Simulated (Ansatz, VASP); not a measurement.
**MgO2: VASP beside Ansatz**

```xyz
12
Lattice="4.9971 0.0000 0.0000 0.0000 4.9971 0.0000 0.0000 0.0000 4.9971" Properties=species:S:1:pos:R:3 pbc="T T T"
Mg    0.0000    2.4985    2.4985
Mg    2.4985    2.4985    0.0000
Mg    2.4985    0.0000    2.4985
Mg    0.0000    0.0000    0.0000
O     2.0660    0.4326    4.5645
O     0.4326    4.5645    2.0660
O     4.5645    2.0660    0.4326
O     2.9311    2.9311    2.9311
O     2.0660    2.0660    2.0660
O     0.4326    2.9311    4.5645
O     4.5645    0.4326    2.9311
O     2.9311    4.5645    0.4326
```

Alike in both runs: functional PBEsol; k mesh 6 × 6 × 6; occupations gaussian, width 0.02 eV; no spin polarisation.

Ansatz relaxed the structure, and its values are those at the end. VASP's run is a single point on that final structure, the one shown.

|  | VASP | Ansatz |
| --- | --- | --- |
| version | VASP 6.6.1 | Ansatz 0.2.0 |
| potentials or method | VASP PAW PBE potentials, release 64 (Mg, O), cutoff 520 eV | scalar-relativistic, plane waves, PAW |
| valence electrons in the cell | 56 | 88 |

VASP gave:

| Quantity | Value |
| --- | --- |
| gap on the k mesh at the Fermi level (eV) | 3.64 |
| least direct gap on the mesh (eV) | 3.73 |
| pressure (GPa) | -10.7 |
| rms of the force components (eV/Å) | 0.088 |

Problem. What did Ansatz give for the same quantities?

Solution. gap on the k mesh at the Fermi level (eV): 3.66; least direct gap on the mesh (eV): 3.75; pressure (GPa): -10.5; rms of the force components (eV/Å): 0.002.

VASP's potentials were made for PBE, not for PBEsol. VASP's potentials hold 56 valence electrons a cell and Ansatz's 88, so a difference there can come from the potentials and not from the codes. Ansatz's warnings: stress scf threshold loose.
